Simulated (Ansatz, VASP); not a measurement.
## One calculation of TiN, two programs

POSCAR

```
TiN
1.0
    0.0000000000      2.1162573850      2.1162573850
    2.1162573850      0.0000000000      2.1162573850
    4.2325147700      4.2325147700      0.0000000000
Ti N
2 2
Direct
    0.5000000000      0.5000000000      0.2500000000
    0.5000000000      0.5000000000      0.7500000000
    0.0000000000      0.0000000000      0.0000000000
    0.0000000000      0.0000000000      0.5000000000
```

Contents of INCAR.step1:

```
ALGO = Normal ; EDIFF = 1E-4
ENCUT = 520 ; GGA = PE
ISMEAR = 0 ; ISPIN = 2
LASPH = True ; LCHARG = False
LMAXMIX = 4 ; LREAL = False
LWAVE = True ; MAGMOM = 1 -1 0 0
NBANDS = 29 ; NELM = 150
PREC = Accurate ; SIGMA = 0.05
```

INCAR.step2

```
ALGO = Normal ; EDIFF = 1E-6
ENCUT = 520 ; ISIF = 2
ISMEAR = 0 ; ISPIN = 2
ISTART = 1 ; LASPH = True
LCHARG = True ; LELF = True
LMAXMIX = 4 ; LMIXTAU = True
LORBIT = 11 ; LREAL = False
LVHAR = True ; LWAVE = False
MAGMOM = 1 -1 0 0 ; METAGGA = R2SCAN
NBANDS = 29 ; NELM = 150
PREC = Accurate ; SIGMA = 0.05
```

The input KPOINTS:

```
k-points
0
Gamma
  14 14 7
```

Input for Ansatz:

```yaml
crystal:
  lattice:
    - [0.0, 2.116257385, 2.116257385]
    - [2.116257385, 0.0, 2.116257385]
    - [4.23251477, 4.23251477, 0.0]
  atoms:
    - { symbol: Ti, position: [0.5, 0.5, 0.25], spin: 1.0 }
    - { symbol: "N", position: [0.0, 0.0, 0.0] }
    - { symbol: Ti, position: [0.5, 0.5, 0.75], spin: -1.0 }
    - { symbol: "N", position: [0.0, 0.0, 0.5] }
basis:
  ecutwfc: 500
  ecutrho_ratio: 4
kpoints:
  mp_grid: { grid: [14, 14, 7] }
hamiltonian:
  xc: r2scan
scf:
  occupations: { method: gaussian, width: 0.05 }
output:
  forces: true
  stress: true
  eigenvalues: true
  populations: true
  write_density: true
  write_potential: true
  elf: true
  volumetric_format: npy
magnetization:
  spin_polarized: true
```

Alike in both runs: task single point; functional r2SCAN; k mesh 14 × 14 × 7; occupations gaussian, width 0.05 eV; collinear spin.

|  | VASP | Ansatz |
| --- | --- | --- |
| version | VASP 6.6.1 | Ansatz 0.2.0 |
| potentials or method | VASP PAW PBE potentials, release 64 (Ti_sv, N), cutoff 520 eV | scalar-relativistic, plane waves, PAW |
| valence electrons in the cell | 34 | 34 |

```tsv
	VASP	Ansatz	Ansatz less VASP
gap on the k mesh at the Fermi level (eV)	none	none	-
pressure (GPa)	1.5	0.0	-1.51
net moment per atom (μB)	0.00	0.00	0.000
```

VASP's potentials were made for PBE, not for r2SCAN. A gap of «none» marks a metal or a gap that the smearing closes. Ansatz's warnings: seeded moment not kept.
